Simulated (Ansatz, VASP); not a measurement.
# One calculation of BaTiO3, two programs

```
Ba Ti O
1.0
     4.04758    0.00000    0.00000
     0.00000    8.09516    0.00000
     0.00000    0.00000    4.04758
Ba Ti O
2 2 6
Direct
  0.00000 0.00000 0.00000
  0.00000 0.50000 0.00000
  0.50000 0.25000 0.50000
  0.50000 0.75000 0.50000
  0.50000 0.25000 0.00000
  0.50000 0.75000 0.00000
  0.00000 0.25000 0.50000
  0.00000 0.75000 0.50000
  0.50000 0.00000 0.50000
  0.50000 0.50000 0.50000
```

Alike in both runs: task single point; functional r2SCAN; k mesh 6 × 3 × 6; no spin polarisation; Hubbard terms Ti d U = 6.6 eV.

```csv
,VASP,Ansatz
version,VASP 6.6.1,Ansatz 0.2.0
potentials or method,"VASP PAW PBE potentials, release 64 (Ba_sv, Ti_sv, O), cutoff 520 eV",PAW plane waves
occupations,"fermi-dirac, width 0.1 eV",fermi-dirac
valence electrons in the cell,80,80
```

Ansatz gave:

```
pressure (GPa) : -4.4
```

**Question.** Which values does VASP return?

**Answer.** Pressure (GPa): -0.1.

VASP's potentials were made for PBE, not for r2SCAN. The programs project onto different local orbitals, so the same U acts differently, and such runs can settle in different states.

Neither program's run includes spin-orbit coupling.
